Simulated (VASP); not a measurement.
## Pd: single point with RPBE

The system is Pd.

```
Pd
1.0
     2.91869    0.00000    0.00000
    -1.45935    2.52766    0.00000
     0.00000    0.00000    9.61840
Pd
4
Direct
  0.00000 0.00000 0.00000
  0.00000 0.00000 0.50000
  0.33333 0.66667 0.25000
  0.66667 0.33333 0.75000
```

This cell differs from its parent crystal: volume scaled by 1.12.

- Program: VASP 6.6.1
- Task: single point
- Functional: RPBE
- Potentials or basis: VASP PAW PBE potentials, release 64 (Pd)
- Cutoff: 520 eV
- k mesh: 14 × 14 × 4
- Occupations: fermi-dirac, width 0.1 eV
- Spin: no spin polarisation

```json
{"Pressure": "-12.0 GPa", "Band gap on the k mesh": "zero (band 20 reaches 7.23 eV, above the bottom of band 21 at 6.56 eV)"}
```

Stress tensor (GPa, compression positive):
```
-11.92   0.00   0.00
  0.00 -11.92   0.00
  0.00   0.00 -12.22
```

Levels at points of the mesh, in eV from the Fermi level:
```
           k point  band 17  band 18  band 19  band 20  band 21  band 22  band 23  band 24
(0.00, 0.00, 0.00)    -1.16    -0.81    -0.81    -0.56    -0.56    -0.14    -0.14     1.34
(0.50, 0.00, 0.00)     0.01     0.08     0.09     0.11     1.73     2.58     3.31     3.75
(0.00, 0.00, 0.50)    -1.00    -1.00    -0.44    -0.44    -0.32    -0.32    -0.32    -0.32
(0.50, 0.00, 0.50)    -0.03    -0.03     0.08     0.08     2.37     2.37     3.55     3.55
```

Run time: 76 s on 1 thread of Intel Xeon 6975P-C, on a shared host, peak memory 0.26 GiB.

Caveat: the PAW data sets were made with another functional, which shifts forces and pressure a little.
